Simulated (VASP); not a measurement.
Input of a VASP 6.6.1 run:

INCAR

```
PREC = Accurate ; ENCUT = 500
EDIFF = 1E-6 ; ISMEAR = 0
SIGMA = 0.02 ; LREAL = F
LASPH = T ; NELM = 120
ALGO = Normal ; ISIF = 2
LWAVE = F ; LCHARG = F
GGA = CA ; NBANDS = 16
GGA_COMPAT = F
```

The input KPOINTS:

```
Automatic mesh
0
Gamma
  10 10 10
```

The input POSCAR:

```
ZnS
1.0
    0.0000000000      2.6484239288      2.6484239288
    2.6484239288      0.0000000000      2.6484239288
    2.6484239288      2.6484239288      0.0000000000
Zn S
1 1
Direct
    0.0000000000      0.0000000000      0.0000000000
    0.2500000000      0.2500000000      0.2500000000
```

Potentials or basis: VASP PAW LDA potentials, release 64 (Zn, S).

Command:

```console
$ cat potpaw_LDA.64/Zn/POTCAR potpaw_LDA.64/S/POTCAR > POTCAR
$ mpirun -np 1 vasp_std > vasp.out
```

Q: Estimate the band gap on the k mesh.

A: 2.16 eV, direct.

Q: What does it give for the pressure?

A: 0.2 GPa.

As with any semilocal functional, this LDA gap is likely too small.
